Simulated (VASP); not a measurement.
# NbC4 (P6/mmm) in VASP: relaxation of cell and atoms with PBE

Aim: the relaxation of cell and atoms of NbC4 with PBE.

All numbers are computed with VASP 6.6.1; they aren't measurements. Logs are shortened: lines on timing, memory, paths and dates and some standing lists are left out, and cuts for length are marked.

## Step 1: The cell of the first run

It takes space group P6/mmm (No. 191, hexagonal). The conventional cell has a = 3.132 Å, b = 3.132 Å, c = 8.055 Å, α = 90.00°, β = 90.00°, γ = 120.00°. Within 2.8 Å of Nb (site symmetry 6/mmm) lie 2 C at 2.09 Å. Within 1.7 Å of C (site symmetry 6mm) lie 2 C at 1.28 to 1.30 Å. Within 1.7 Å of C (site symmetry 6mm) lie 1 C at 1.28 Å.

## Step 2: Relaxation of cell and atoms, PBE

INCAR reads:

```
PREC     = Accurate       # precision mode
ENCUT    = 600            # plane-wave cutoff, eV
EDIFF    = 1E-6           # SCF threshold, eV
ISMEAR   = 0              # smearing method
SIGMA    = 0.1            # smearing width, eV
LREAL    = False          # projectors in reciprocal space
LASPH    = True           # aspherical terms in the spheres
NELM     = 100            # most SCF steps
ALGO     = Normal         # electronic algorithm
ISIF     = 3              # what is computed and relaxed
LWAVE    = False          # write WAVECAR
LCHARG   = False          # write CHGCAR
GGA      = PE             # functional
IBRION   = 2              # ionic algorithm
NSW      = 100            # ionic steps
EDIFFG   = -0.01          # ionic threshold
```

KPOINTS reads:

```
regular mesh
0
Gamma
  12 12 6
```

POSCAR reads:

```
NbC4
1.0
    3.1321142029      0.0000000000      0.0000000000
   -1.5660571015      2.7124904673      0.0000000000
    0.0000000000      0.0000000000      8.0550446175
Nb C
1 4
Direct
    0.0000000000      0.0000000000      0.5000000000
    0.0000000000      0.0000000000      0.0807821499
    0.0000000000      0.0000000000      0.9192178501
    0.0000000000      0.0000000000      0.2399719087
    0.0000000000      0.0000000000      0.7600280913
```

Potentials or basis: VASP PAW PBE potentials, release 64 (Nb_sv, C).

Run with:

```sh
$ cat potpaw_PBE.64/Nb_sv/POTCAR potpaw_PBE.64/C/POTCAR > POTCAR
$ mpirun -np 1 vasp_std > vasp.out
```

OUTCAR:

```text
PREC = Accurate
   ENCUT = 600
   EDIFF = 1E-6
   ISMEAR = 0
   LREAL = False
   LASPH = True
   NELM = 100
   ISIF = 3
   GGA = PE
   IBRION = 2
   NSW = 100
   EDIFFG = -0.01

 ion  position               nearest neighbor table
   1  0.000  0.000  0.500-   4 2.09   5 2.09
   2  0.000  0.000  0.081-   4 1.28   3 1.30
   3  0.000  0.000  0.919-   5 1.28   2 1.30
   4  0.000  0.000  0.240-   2 1.28   1 2.09
   5  0.000  0.000  0.760-   3 1.28   1 2.09

  LATTYP: Found a hexagonal cell.
 ALAT       =     3.1321142029
 C/A-ratio  =     2.5717595514

  Lattice vectors:

 A1 = (   3.1321142029,   0.0000000000,   0.0000000000)
 A2 = (  -1.5660571015,   2.7124904673,   0.0000000000)
 A3 = (   0.0000000000,   0.0000000000,   8.0550446175)

Analysis of symmetry for initial positions (statically):
=====================================================================
 Subroutine PRICEL returns:
 Original cell was already a primitive cell.

 Routine SETGRP: Setting up the symmetry group for a
 hexagonal supercell.

 Subroutine GETGRP returns: Found 24 space group operations
 (whereof 24 operations were pure point group operations)
 out of a pool of 24 trial point group operations.

The static configuration has the point symmetry D_6h.

Analysis of symmetry for dynamics (positions and initial velocities):
=====================================================================
 Subroutine PRICEL returns:
 Original cell was already a primitive cell.

 Routine SETGRP: Setting up the symmetry group for a
 hexagonal supercell.

 Subroutine GETGRP returns: Found 24 space group operations
 (whereof 24 operations were pure point group operations)
 out of a pool of 24 trial point group operations.

The dynamic configuration has the point symmetry D_6h.

 Subroutine INISYM returns: Found 24 space group operations
 (whereof 24 operations are pure point group operations),
 and found     1 'primitive' translations

----------------------------------------------------------------------------------------

                                     Primitive cell

  volume of cell :      68.4343

  direct lattice vectors                    reciprocal lattice vectors
     3.132114203  0.000000000  0.000000000     0.319273160  0.184332445  0.000000000
    -1.566057101  2.712490467  0.000000000     0.000000000  0.368664890  0.000000000
     0.000000000  0.000000000  8.055044618     0.000000000  0.000000000  0.124145805

  length of vectors
     3.132114203  3.132114203  8.055044618     0.368664890  0.368664890  0.124145805

  position of ions in fractional coordinates (direct lattice)
     0.000000000  0.000000000  0.500000000
     0.000000000  0.000000000  0.080782150
     0.000000000  0.000000000  0.919217850
     0.000000000  0.000000000  0.239971909
     0.000000000  0.000000000  0.760028091

  ion indices of the primitive-cell ions
   primitive index   ion index
                 1           1
                 2           2
                 3           3
                 4           4
                 5           5

----------------------------------------------------------------------------------------

 KPOINTS: regular mesh

Automatic generation of k-mesh.
 Grid dimensions read from file:
 generate k-points for:   12   12    6

 Generating k-lattice:

  Cartesian coordinates                     Fractional coordinates (reciprocal lattice)
     0.026606097  0.015361037  0.000000000     0.083333333  0.000000000  0.000000000
     0.000000000  0.030722074  0.000000000     0.000000000  0.083333333  0.000000000
     0.000000000  0.000000000  0.020690968     0.000000000  0.000000000  0.166666667

  Length of vectors
     0.030722074  0.030722074  0.020690968

  Shift w.r.t. Gamma in fractional coordinates (k-lattice)
     0.000000000  0.000000000  0.000000000

 Subroutine IBZKPT returns following result:
 ===========================================

 Found     76 irreducible k-points:

 Following reciprocal coordinates:
            Coordinates               Weight
  0.000000  0.000000  0.000000      1.000000
  0.083333 -0.000000  0.000000      6.000000
  0.166667 -0.000000  0.000000      6.000000
  0.250000  0.000000  0.000000      6.000000
  0.333333  0.000000  0.000000      6.000000
  0.416667  0.000000  0.000000      6.000000
[... 16 lines left out ...]
  0.250000  0.000000  0.166667     12.000000
  0.333333  0.000000  0.166667     12.000000
 [... further k-points ...]
   k-points           NKPTS =     76   k-points in BZ     NKDIM =     76   number of bands    NBANDS=     18
   number of dos      NEDOS =    301   number of ions     NIONS =      5
   total plane-waves  NPLWV =  50176
   dimension x,y,z NGX =    28 NGY =   28 NGZ =   64
   dimension x,y,z NGXF=    56 NGYF=   56 NGZF=  128
   ions per type =               1   4
   NGX,Y,Z   is equivalent  to a cutoff of  14.86, 14.86, 13.21 a.u.
   NGXF,Y,Z  is equivalent  to a cutoff of  29.72, 29.72, 26.42 a.u.
 SYSTEM =  unknown system
   PREC   = accura    normal or accurate (medium, high low for compatibility)
   ISTART =      0    job   : 0-new  1-cont  2-samecut
   ICHARG =      2    charge: 1-file 2-atom 10-const
   ISPIN  =      1    spin polarized calculation?
   LNONCOLLINEAR =      F non collinear calculations
   LSORBIT =      F    spin-orbit coupling
   LASPH  =      T    aspherical Exc in radial PAW
   ENCUT  =  600.0 eV  44.10 Ry    6.64 a.u.   6.26  6.26 16.09*2*pi/ulx,y,z
   NELM   =    100;   NELMIN=  2; NELMDL= -5     # of ELM steps
   EDIFF  = 0.1E-05   stopping-criterion for ELM
   LREAL  =      F    real-space projection
   EDIFFG = -.1E-01   stopping-criterion for IOM
   NSW    =    100    number of steps for IOM
   IBRION =      2    ionic relax: 0-MD 1-quasi-New 2-CG
   NFREE  =      1    steps in history (QN), initial steepest desc. (CG)
   ISIF   =      3    stress and relaxation
   ISYM   =      2    0-nonsym 1-usesym 2-fastsym
   POTIM  = 0.5000    time-step for ionic-motion
   TEBEG  =    0.0;   TEEND  =   0.0 temperature during run
   PSTRESS=    0.0 pullay stress
   NELECT =      29.0000    total number of electrons
   NUPDOWN=      -1.0000    fix difference up-down
   EMIN   =  10.00;   EMAX   =-10.00  energy-range for DOS
   EFERMI =   0.00;   METHOD = LEGACY
   ISMEAR =     0;   SIGMA  =   0.10  broadening in eV -4-tet -1-fermi 0-gaus
   EFERMI_NEDOS =   21; number of points for ismear=-14 and -15
   IALGO  =     38    algorithm
   IMIX   =      4    mixing-type and parameters
     AMIX     =   0.40;   BMIX     =  1.00
     AMIX_MAG =   1.60;   BMIX_MAG =  1.00
  volume/ion in A,a.u.               =      13.69        92.36
  Fermi-wavevector in a.u.,A,eV,Ry     =   1.229654  2.323709 20.572673  1.512049
  Thomas-Fermi vector in A             =   2.364533
   LORBIT       =      0    0 simple, 1 ext, 2 COOP (PROOUT), +10 PAW based schemes
   GGA     = PE    functional components
   LHFCALC =     F    Hartree Fock is set to
   AEXX    =    0.0000 exact exchange contribution
   IVDW    =     0    specifies the selected vdW correction
   LEPSILON=     F    determine dielectric tensor
   LRPA    =     F    only Hartree local field effects (RPA)
 conjugate gradient relaxation of ions
 non-spin polarized calculation
 Gauss-broadening in eV      SIGMA  =   0.10
  energy-cutoff  :      600.00
  volume of cell :       68.43
 maximum number of plane-waves:      2313
 NGX is ok and might be reduce to    28
   NGX = 13   NGY = 13   NGZ = 33

--------------------------------------- Ionic step        1  -------------------------------------------

 number of electron      28.9999999 magnetization

 Free energy of the ion-electron system (eV)
  ---------------------------------------------------
  ext. energy  EPLUGINS =         0.00000000
  ---------------------------------------------------
  free energy    TOTEN  =       -40.44316648 eV

  energy without entropy =      -40.42716770  energy(sigma->0) =      -40.43516709

------------------------ aborting loop because EDIFF is reached ----------------------------------------

  FORCE on cell =-STRESS in cart. coord.  units (eV):
  Direction    XX          YY          ZZ          XY          YZ          ZX
  --------------------------------------------------------------------------------------
  -------------------------------------------------------------------------------------
  Total       -0.1268273     -0.1268273      0.1571217      0.0000000     -0.0000000      0.0000000
  in kB       -2.9692695     -2.9692695      3.6785179      0.0000000     -0.0000000      0.0000000
  external PRESSURE =      -0.7533404 kB  Pullay stress =       0.0000000 kB
[... 219 lines left out ...]
  energy  without entropy=      -40.4282521918  energy(sigma->0) =      -40.43599247

--------------------------------------- Ionic step        7  -------------------------------------------

 number of electron      29.0000000 magnetization

 Free energy of the ion-electron system (eV)
  ---------------------------------------------------
  ext. energy  EPLUGINS =         0.00000000
  ---------------------------------------------------
  free energy    TOTEN  =       -40.44378259 eV

  energy without entropy =      -40.42826019  energy(sigma->0) =      -40.43602139

 E-fermi :   3.5408     XC(G=0): -10.1284

 val. band max:        3.5391030516   @ k =   0.0833  -0.0000   0.1667
 cond. band min:       3.5653699344   @ k =   0.4167   0.0000   0.5000
 fundamental gap:      0.0262668828
 Fermi energy:         3.5408229064

 k-point     1 :       0.0000    0.0000    0.0000
  band No.  band energies     occupation
      1     -51.2790      2.00000
      2     -27.2991      2.00000
      3     -27.0255      2.00000
      4     -27.0255      2.00000
      5     -12.0348      2.00000
      6      -9.9035      2.00000
[... 10 lines left out ...]
     17       6.8892      0.00000
     18       6.8892      0.00000
[... 466 lines left out ...]
      2     -27.4583      2.00000
      3     -27.2357      2.00000
      4     -27.1279      2.00000
      5     -11.3613      2.00000
      6      -9.3556      2.00000
[... 10 lines left out ...]
     17       5.9728      0.00000
     18       6.4924      0.00000

 [... further k-points ...]
[... 5 lines left out ...]
  --------------------------------------------------------------------------------------
  -------------------------------------------------------------------------------------
  Total        0.0150917      0.0150917     -0.0262369     -0.0000000     -0.0000000      0.0000000
  in kB        0.3558210      0.3558210     -0.6185928     -0.0000000     -0.0000000      0.0000000
  external PRESSURE =       0.0310164 kB  Pullay stress =       0.0000000 kB
[... 20 lines left out ...]
  FREE ENERGIE OF THE ION-ELECTRON SYSTEM (eV)
  ---------------------------------------------------
  free  energy   TOTEN  =       -40.4437825925 eV

  energy  without entropy=      -40.4282601882  energy(sigma->0) =      -40.43602139

 reached required accuracy - stopping structural energy minimisation
```

It took 3.9 min on 1 thread of Intel Xeon 6975P-C (Granite Rapids), shared host; peak memory 0.29 GiB.

What came out:

```yaml
Free_energy: -40.4438 eV
Relaxed_volume: 13.59 Å³/atom
Relaxed_cell: a = 3.120 Å, b = 3.120 Å, c = 8.060 Å, α = 90.00°, β = 90.00°, γ = 120.00°
Space_group_after_relaxing_to_0.05_Å: P6/mmm (No. 191)
Energy_gained_by_relaxing: 0.1 meV/atom
Ionic_steps: 7
Pressure_after_relaxing: 0.0 GPa
Largest_force_after_relaxing: 0.005 eV/Å
```

Forces in eV/Å, atoms in the order of the input:
```
Nb   0.000  0.000  0.000
C    0.000  0.000  0.005
C    0.000  0.000 -0.005
C    0.000  0.000  0.003
C    0.000  0.000 -0.003
```

Stress tensor (GPa, compression positive):
```
 0.04  0.00  0.00
 0.00  0.04  0.00
 0.00  0.00 -0.06
```

Step by step:
| step | energy change (eV) | largest force (eV/Å) | pressure (GPa) | volume (Å³) |
| --- | --- | --- | --- | --- |
| 1 | 0.0000 | 0.1113 | -0.08 | 68.43 |
| 2 | 0.0044 | 0.7366 | -0.88 | 68.37 |
| 3 | -0.0002 | 0.0227 | -0.20 | 68.42 |
| 4 | -0.0004 | 0.0132 | -0.19 | 68.27 |
| 5 | -0.0006 | 0.0349 | -0.18 | 68.03 |
| 6 | -0.0006 | 0.0419 | 0.16 | 67.88 |
| 7 | -0.0006 | 0.0045 | 0.00 | 67.95 |

Final structure:
```yaml
crystal:
  lattice:
    - [3.12019, 0.00000, 0.00000]
    - [-1.56010, 2.70217, 0.00000]
    - [0.00000, 0.00000, 8.05981]
  atoms:
    - { symbol: Nb, position: [0.00000, 0.00000, 0.50000] }
    - { symbol: C, position: [0.00000, 0.00000, 0.08064] }
    - { symbol: C, position: [0.00000, 0.00000, 0.91936] }
    - { symbol: C, position: [0.00000, 0.00000, 0.23994] }
    - { symbol: C, position: [0.00000, 0.00000, 0.76006] }
```
